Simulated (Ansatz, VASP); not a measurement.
**One calculation of AlN, two programs**

INCAR

```
PREC = Accurate
ENCUT = 520
EDIFF = 1E-6
ISMEAR = 0
SIGMA = 0.05
LREAL = False
LASPH = True
NELM = 80
ALGO = Normal
ISIF = 2
LWAVE = False
LCHARG = True
GGA = PE
LELF = True
LVHAR = True
NBANDS = 11
```

File KPOINTS:

```
regular mesh
0
Gamma
  10 10 10
```

File POSCAR:

```
AlN
1.0
    0.0000000000      2.0616626537      2.0616626537
    2.0616626537      0.0000000000      2.0616626537
    2.0616626537      2.0616626537      0.0000000000
Al N
1 1
Direct
    0.5000000000      0.5000000000      0.5000000000
    0.0000000000      0.0000000000      0.0000000000
```

Input for Ansatz:

```yaml
crystal:
  lattice:
    - [0.0, 2.0616626537, 2.0616626537]
    - [2.0616626537, 0.0, 2.0616626537]
    - [2.0616626537, 2.0616626537, 0.0]
  atoms:
    - { symbol: Al, position: [0.5, 0.5, 0.5] }
    - { symbol: "N", position: [0.0, 0.0, 0.0] }
basis:
  ecutwfc: 520.0
kpoints:
  mp_grid: { grid: [10, 10, 10] }
hamiltonian:
  xc: pbe
  pseudopotentials: { kind: paw, azcp: { folder: soft_1 } }
scf:
  occupations: { method: gaussian, width: 0.05 }
output:
  forces: true
  stress: true
  eigenvalues: true
  write_density: true
  write_potential: true
  elf: true
  volumetric_format: npy
```

Alike in both runs: task single point; functional PBE; k mesh 10 × 10 × 10; occupations gaussian, width 0.05 eV; no spin polarisation.

```csv
,VASP,Ansatz
version,VASP 6.6.1,Ansatz 0.2.0
potentials or method,"VASP PAW PBE potentials, release 64 (Al, N), cutoff 520 eV","scalar-relativistic, plane waves, PAW"
valence electrons in the cell,8,8
```

```tsv
	VASP	Ansatz	Ansatz less VASP
gap on the k mesh at the Fermi level (eV)	4.05	4.07	+0.019
least direct gap on the mesh (eV)	4.85	4.85	-0.007
pressure (GPa)	-9.2	-9.1	+0.14
```
